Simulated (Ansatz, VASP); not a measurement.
**Ru in VASP and in Ansatz**

```xyz
2
Lattice="1.3604 -2.3562 0.0000 1.3604 2.3562 0.0000 0.0000 0.0000 4.2961" Properties=species:S:1:pos:R:3 pbc="T T T"
Ru    1.3604   -0.7854    1.0740
Ru    1.3604    0.7854    3.2220
```

Alike in both runs: task single point; functional PBE; k mesh 14 × 14 × 8; occupations fermi-dirac, width 0.08 eV; no spin polarisation.

|  | VASP | Ansatz |
| --- | --- | --- |
| version | VASP 6.6.1 | Ansatz 0.2.0 |
| potentials or method | VASP PAW PBE potentials, release 64 (Ru_pv), cutoff 520 eV | all-electron LAPW, scalar-relativistic |

|  | VASP | Ansatz | Ansatz less VASP |
| --- | --- | --- | --- |
| pressure (GPa) | 0.0 | 0.0 | +0.04 |
| traceless stress, the component that is largest in VASP (GPa) | -0.35 | -0.38 | -0.030 |

Ansatz ran all-electron here, and VASP with PAW potentials.
